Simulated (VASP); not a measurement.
A run of VASP 6.6.1 is set up as follows.

Contents of INCAR:

```
SYSTEM = Al
ALGO = Normal ; EDIFF = 1E-6
ENCUT = 520 ; ISIF = 2
ISMEAR = 0 ; LASPH = .True.
LCHARG = .False. ; LREAL = .False.
LWAVE = .False. ; NBANDS = 10
NELM = 60 ; PREC = Accurate
SIGMA = 0.15
```

File KPOINTS:

```
k-points
0
Gamma
  18 18 10
  0 0 0
```

File POSCAR:

```
Al
1.0
    2.8655000000      0.0000000000      0.0000000000
   -1.4327500000      2.4815957946      0.0000000000
    0.0000000000      0.0000000000      4.6862330202
Al
2
Direct
    0.6666666667      0.3333333333      0.7500000000
    0.3333333333      0.6666666667      0.2500000000
```

Potentials or basis: VASP PAW LDA potentials, release 64 (Al).

The run is started by

```sh
$ cat potpaw_LDA.64/Al/POTCAR > POTCAR
$ mpirun -np 1 vasp_std > vasp.out
```

(1) What does it give for the band gap on the k mesh?

(2) Estimate the pressure.

Results:

(1) zero (bands 3 and 4 overlap by 7.31 eV).

(2) -3.2 GPa.

Caveat: the cell stands under tension.
